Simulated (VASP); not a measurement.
## SiCl3: single point with PBE

Crystal: SiCl3.

```xyz
4
Lattice="5.6778 0.0000 0.0000 -2.8389 4.9171 0.0000 0.0000 0.0000 6.6638" Properties=species:S:1:pos:R:3 pbc="T T T"
Si    0.0000    0.0000    3.0363
Cl    2.8389    0.0000    3.0340
Cl   -1.4194    2.4585    3.0340
Cl    1.4194    2.4585    3.0340
```

The cell was built from a structure type or drawn by symmetry, and may not be a known phase.

```json
{
 "Program": "VASP 6.6.1",
 "Task": "single point",
 "Functional": "PBE",
 "Potentials or basis": "VASP PAW PBE potentials, release 64 (Si, Cl)",
 "Cutoff": "520 eV",
 "k mesh": "6 × 6 × 4",
 "Occupations": "gaussian, width 0.1 eV",
 "Spin": "no spin polarisation"
}
```

```json
{
  "Pressure": "-0.1 GPa",
  "Band gap on the k mesh": "zero (an odd number of electrons rules out a gap without spin polarisation)"
}
```

Forces on the atoms (eV/Å):
```
Si   0.000  0.000 -0.002
Cl   0.000  0.000  0.001
Cl   0.000  0.000  0.001
Cl   0.000  0.000  0.001
```

Stress tensor (GPa, compression positive):
```
-0.19  0.00  0.00
 0.00 -0.19  0.00
 0.00  0.00 -0.01
```

Levels at points of the mesh, in eV from the Fermi level:
| k point | band 9 | band 10 | band 11 | band 12 | band 13 | band 14 | band 15 | band 16 |
| --- | --- | --- | --- | --- | --- | --- | --- | --- |
| (0.00, 0.00, 0.00) | -1.76 | -1.76 | -0.83 | 0.27 | 0.27 | 0.73 | 3.92 | 4.11 |
| (0.50, 0.00, 0.00) | -2.57 | -2.31 | -1.82 | -1.71 | 0.18 | 0.28 | 0.66 | 3.32 |
| (0.00, 0.00, 0.50) | -1.77 | -1.77 | -0.83 | 0.27 | 0.27 | 0.66 | 4.12 | 4.12 |
| (0.50, 0.00, 0.50) | -2.59 | -2.31 | -1.82 | -1.70 | 0.18 | 0.22 | 0.66 | 3.33 |

It took 45 s on 1 thread of Intel(R) Xeon(R) Platinum 8559C (Emerald Rapids), with other jobs on the host, peak memory 0.3 GiB.

Caveat: an odd number of electrons without spin polarisation forces a metal; a magnetic or distorted state may lie lower.
